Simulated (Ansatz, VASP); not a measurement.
# Two plane-wave programs on CdSe

Contents of INCAR:

```
PREC = Accurate ; ENCUT = 520
EDIFF = 1E-7 ; ISMEAR = 0
SIGMA = 0.15 ; LREAL = False
LASPH = True ; NELM = 100
ALGO = Normal ; ISIF = 2
LWAVE = False ; LCHARG = False
GGA = PS ; NBANDS = 16
```

Contents of KPOINTS:

```
Automatic mesh
0
Gamma
  14 14 14
```

Contents of POSCAR:

```
CdSe
1.0
    0.0000000000      3.0895048500      2.8739580000
    2.6584111500      0.0000000000      2.8739580000
    2.6584111500      3.0895048500      0.0000000000
Cd Se
1 1
Direct
    0.0000000000      0.0000000000      0.0000000000
    0.5000000000      0.5000000000      0.5000000000
```

Input for Ansatz:

```yaml
crystal:
  lattice:
    - [0.0, 3.08950485, 2.873958]
    - [2.65841115, 0.0, 2.873958]
    - [2.65841115, 3.08950485, 0.0]
  atoms:
    - { symbol: Cd, position: [0.0, 0.0, 0.0] }
    - { symbol: Se, position: [0.5, 0.5, 0.5] }
basis:
  ecutwfc: 420
kpoints:
  mp_grid: { grid: [14, 14, 14] }
hamiltonian:
  xc: pbesol
scf:
  occupations: { method: gaussian, width: 0.15 }
output:
  forces: true
  stress: true
  eigenvalues: true
  write_density: true
  write_potential: true
  elf: true
  volumetric_format: npy
```

Change from the starting cell: strain -0.0750 x Voigt [1, -1, 0, 0, 0, 0], atoms carried along.

Alike in both runs: task single point; functional PBEsol; k mesh 14 × 14 × 14; occupations gaussian, width 0.15 eV; no spin polarisation.

|  | VASP | Ansatz |
| --- | --- | --- |
| version | VASP 6.6.1 | Ansatz 0.2.0 |
| potentials or method | VASP PAW PBE potentials, release 64 (Cd, Se), cutoff 520 eV | scalar-relativistic, plane waves, PAW |
| valence electrons in the cell | 18 | 36 |

|  | VASP | Ansatz | Ansatz less VASP |
| --- | --- | --- | --- |
| gap on the k mesh at the Fermi level (eV) | none | none | - |
| pressure (GPa) | -1.1 | -1.5 | -0.42 |
| traceless stress, the component that is largest in VASP (GPa) | 5.68 | 5.40 | -0.279 |

VASP's potentials were made for PBE, not for PBEsol. A gap of «none» marks a metal or a gap that the smearing closes. VASP's potentials hold 18 valence electrons a cell and Ansatz's 36, so a difference there can come from the potentials and not from the codes.
